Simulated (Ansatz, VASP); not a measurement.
Al: VASP beside Ansatz

```
Al
1.0
    -1.54146    1.54146    1.69561
     1.54146   -1.54146    1.69561
     1.54146    1.54146   -1.69561
Al
1
Direct
  0.00000 0.00000 0.00000
```

Alike in both runs: task single point; functional LDA; k mesh 24 × 24 × 24; occupations gaussian, width 0.15 eV; no spin polarisation.

|  | VASP | Ansatz |
| --- | --- | --- |
| version | VASP 6.6.1 | Ansatz 0.2.0 |
| potentials or method | VASP PAW LDA potentials, release 64 (Al), cutoff 520 eV | scalar-relativistic, plane waves, PAW |
| valence electrons in the cell | 3 | 3 |

Ansatz gave:

| Item | Value |
| --- | --- |
| gap on the k mesh at the Fermi level (eV) | none |
| pressure (GPa) | 0.3 |
| traceless stress, the component that is largest in VASP (GPa) | 2.99 |

Question: Estimate VASP's values.

Answer: gap on the k mesh at the Fermi level (eV): none; pressure (GPa): 0.3; traceless stress, the component that is largest in VASP (GPa): 3.01.

LDA's correlation is that of Perdew and Zunger in VASP and of Perdew and Wang (1992) in Ansatz. A gap of «none» marks a metal or a gap that the smearing closes.
